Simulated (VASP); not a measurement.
# Sc2GaN3: single point with PBE

Sc2GaN3:

```
CELL_PARAMETERS angstrom
3.21531 0.00000 0.00000
-1.60766 2.78454 0.00000
0.00000 0.00000 8.09640
ATOMIC_POSITIONS crystal
Sc 0.00000 0.00000 0.16121
Sc 0.33333 0.66667 0.48718
Ga 0.00000 0.00000 0.83363
N 0.33333 0.66667 0.95247
N 0.00000 0.00000 0.60461
N 0.66667 0.33333 0.29089
```

```yaml
Program: VASP 6.6.1
Task: single point
Functional: PBE
Potentials_or_basis: VASP PAW PBE potentials, release 64 (Sc_sv, Ga_d, N)
Cutoff: 600 eV
k_mesh: 4 × 4 × 2
Occupations: gaussian, width 0.15 eV
Spin: no spin polarisation
```

```json
{"Pressure": "0.4 GPa", "Largest force": "0.084 eV/Å", "Band gap on the k mesh": "2.02 eV (least direct gap 2.38 eV)"}
```

Forces on the atoms (eV/Å):
```
Sc   0.000  0.000 -0.046
Sc   0.000  0.000 -0.049
Ga   0.000  0.000 -0.036
N    0.000  0.000  0.008
N    0.000  0.000  0.084
N    0.000  0.000  0.039
```

Stress tensor (GPa, compression positive):
```
0.47 0.00 0.00
0.00 0.47 0.00
0.00 0.00 0.25
```

Levels at points of the mesh, in eV from the valence-band top:
```
           k point  band 23  band 24  band 25  band 26  band 27  band 28
(0.00, 0.00, 0.00)    -0.39     0.00     0.00     2.38     3.43     3.43
(0.50, 0.00, 0.00)    -1.23    -1.15    -0.55     2.02     3.59     4.68
(0.00, 0.00, 0.50)    -0.69    -0.27    -0.27     2.30     3.46     3.46
(0.50, 0.00, 0.50)    -1.56    -1.37    -0.35     2.13     3.63     4.45
```

Run time: 23 s on 1 thread of Intel(R) Xeon(R) 6975P-C (Granite Rapids), with other jobs on the host, peak memory 0.22 GiB.

Caveat: the k points lie up to 0.56 Å⁻¹ apart. A k mesh can miss the band edges.
